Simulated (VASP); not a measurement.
Write the native input for VASP 6.6.1 that does the following.

```
Task                   : single point
Functional             : PBEsol
Potentials or basis    : VASP PAW PBE potentials, release 64 (Bi_d)
Cutoff                 : 520 eV
k mesh                 : 10 × 10 × 14
Occupations            : gaussian, width 0.1 eV
Spin                   : no spin polarisation
Dipole correction      : no
Further INCAR settings : ALGO = Fast; EDIFF = 1e-07; NBANDS = 22
```

The structure of Bi lies in POSCAR:

```
Bi
1.0
    3.4265836198     -3.0632566968     -0.1366600227
    3.4265836198      3.0632566968     -0.1366600227
   -1.3597706862      0.0000000000      2.9150675980
Bi
2
Direct
    0.2500243498      0.2500243498      0.1193314622
    0.7499756502      0.7499756502      0.8806685378
```

The input as run:

INCAR

```
PREC = Accurate ; ENCUT = 520
EDIFF = 1E-7 ; ISMEAR = 0
SIGMA = 0.1 ; LREAL = False
LASPH = True ; NELM = 100
ALGO = Fast ; ISIF = 2
LWAVE = False ; LCHARG = False
GGA = PS ; NBANDS = 22
```

KPOINTS

```
Automatic mesh
0
Gamma
  10 10 14
```

Potentials or basis: VASP PAW PBE potentials, release 64 (Bi_d).

Launch:

```console
$ cat potpaw_PBE.64/Bi_d/POTCAR > POTCAR
$ mpirun -np 1 vasp_std > vasp.out
```

Results of the run:

* Pressure: 4.9 GPa
* Band gap on the k mesh: zero (bands 15 and 16 overlap by 5.98 eV)

Caveat: the cell stands under pressure; the PAW data sets were made with another functional, which shifts forces and pressure a little; spin-orbit coupling is left out, which moves the levels of the heavy elements.

Run time: 11 min on 1 thread of Intel Xeon 8259CL, with other jobs on the host, peak memory 0.49 GiB.
